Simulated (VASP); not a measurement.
Here is a VASP 6.6.1 calculation.

Contents of INCAR:

```
SYSTEM = Tl
PREC     = Accurate       ! precision mode
ENCUT    = 520            ! plane-wave cutoff, eV
EDIFF    = 1E-6           ! SCF threshold, eV
ISMEAR   = 0              ! smearing method
SIGMA    = 0.15           ! smearing width, eV
LREAL    = .False.        ! projectors in reciprocal space
LASPH    = .True.         ! aspherical terms in the spheres
NELM     = 60             ! most SCF steps
ALGO     = Fast           ! electronic algorithm
ISIF     = 2              ! what is computed and relaxed
LWAVE    = .False.        ! write WAVECAR
LCHARG   = .False.        ! write CHGCAR
GGA      = PE             ! functional
NBANDS   = 20             ! bands
```

The input KPOINTS:

```
regular mesh
0
Gamma
  18 18 10
  0 0 0
```

Contents of POSCAR:

```
Tl
1.0
    3.2831984387      0.0000000000      0.0000000000
   -1.6415992194      2.8433332536      0.0000000000
    0.0000000000      0.0000000000      5.2487500000
Tl
2
Direct
    0.3333333333      0.6666666667      0.2500000000
    0.6666666667      0.3333333333      0.7500000000
```

Potentials or basis: VASP PAW PBE potentials, release 64 (Tl_d).

Run with:

```bash
$ cat potpaw_PBE.64/Tl_d/POTCAR > POTCAR
$ mpirun -np 1 vasp_std > vasp.out
```

(1) What does it give for the band gap on the k mesh?

(2) Estimate the pressure.

## Answers

(1) zero (bands 13 and 14 overlap by 6.96 eV).

(2) 12.9 GPa.

Caveat: the cell differs from its parent crystal (strain -0.050 along x and y, -0.050 along z); the cell stands under pressure; spin-orbit coupling is left out, which moves the levels of the heavy elements.
